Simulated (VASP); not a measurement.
Set up this calculation in VASP 6.6.1, as the native input.

* Task: single point
* Functional: PBE
* Potentials or basis: VASP PAW PBE potentials, release 64 (Sn_d, O)
* Cutoff: 520 eV
* k mesh: 6 × 6 × 8
* Occupations: gaussian, width 0.05 eV
* Spin: no spin polarisation
* Dipole correction: no
* Further INCAR settings: ALGO = Normal; EDIFF = 1e-07; NBANDS = 35

The structure of SnO2 lies in POSCAR:

```
SnO2
1.0
    4.7380000000      0.0000000000      0.0000000000
    0.0000000000      4.7380000000      0.0000000000
    0.0000000000      0.0000000000      3.1865000000
Sn O
2 4
Direct
    0.0000000000      0.0000000000      0.0000000000
    0.5000000000      0.5000000000      0.5000000000
    0.3071000000      0.3071000000      0.0000000000
    0.1929000000      0.8071000000      0.5000000000
    0.6929000000      0.6929000000      0.0000000000
    0.8071000000      0.1929000000      0.5000000000
```

One way to write it, as run:

INCAR

```
SYSTEM = SnO2
PREC = Accurate ; ENCUT = 520
EDIFF = 1E-7 ; ISMEAR = 0
SIGMA = 0.05 ; LREAL = .False.
LASPH = .True. ; NELM = 60
ALGO = Normal ; ISIF = 2
LWAVE = .False. ; LCHARG = .True.
GGA = PE ; LELF = .True.
LVHAR = .True. ; NBANDS = 35
```

KPOINTS

```
Automatic mesh
0
Gamma
  6 6 8
  0 0 0
```

Potentials or basis: VASP PAW PBE potentials, release 64 (Sn_d, O).

The run is started by

```console
$ cat potpaw_PBE.64/Sn_d/POTCAR potpaw_PBE.64/O/POTCAR > POTCAR
$ mpirun -np 1 vasp_std > vasp.out
```

It gave:

- Pressure: 11.8 GPa
- Largest force: 0.294 eV/Å
- Band gap on the k mesh: 1.27 eV, direct

Caveat: spin-orbit coupling is left out, which moves the levels of the heavy elements.

Wall time 73 s on 1 thread of Intel(R) Xeon(R) Platinum 8259CL CPU @ 2.50GHz (Skylake/Cascade Lake), on a shared host, peak memory 0.23 GiB.
